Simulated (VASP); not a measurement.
Wanted: the native input for a VASP 6.6.1 run.

```
Task                   : single point
Functional             : PBE
Potentials or basis    : VASP PAW PBE potentials, release 64 (Lu)
Cutoff                 : 520 eV
k mesh                 : 20 × 20 × 20
Occupations            : gaussian, width 0.1 eV
Spin                   : no spin polarisation
Dipole correction      : no
Further INCAR settings : ALGO = Fast; EDIFF = 1e-06; NBANDS = 18
```

The structure of Lu lies in POSCAR:

```
Lu
1.0
    0.0000000000      2.4359809000      2.4359809000
    2.4359809000      0.0000000000      2.4359809000
    2.4359809000      2.4359809000      0.0000000000
Lu
1
Direct
    0.0000000000      0.0000000000      0.0000000000
```

The cell was generated, and may not be a known phase.

One way to write it, as run:

INCAR

```
ALGO     = Fast           # electronic algorithm
EDIFF    = 1E-6           # SCF threshold, eV
ENCUT    = 520            # plane-wave cutoff, eV
GGA      = PE             # functional
ISIF     = 2              # what is computed and relaxed
ISMEAR   = 0              # smearing method
LASPH    = T              # aspherical terms in the spheres
LCHARG   = T              # write CHGCAR
LELF     = T              # ELF
LREAL    = F              # projectors in reciprocal space
LVHAR    = T            
LWAVE    = F              # write WAVECAR
NBANDS   = 18             # bands
NELM     = 80             # most SCF steps
PREC     = Accurate       # precision mode
SIGMA    = 0.1            # smearing width, eV
```

KPOINTS

```
k-points
0
Gamma
  20 20 20
```

Potentials or basis: VASP PAW PBE potentials, release 64 (Lu).

The run is started by

```console
$ cat potpaw_PBE.64/Lu/POTCAR > POTCAR
$ mpirun -np 1 vasp_std > vasp.out
```

It gave:

```
Pressure               : 0.1 GPa
Band gap on the k mesh : zero (an odd number of electrons rules out a gap without spin polarisation)
```

Caveat: spin-orbit coupling is left out, which moves the levels of the heavy elements.

Wall time 6.2 min on 1 thread of Oxide Virtual Turin-like Processor, with other jobs on the host, peak memory 0.24 GiB.
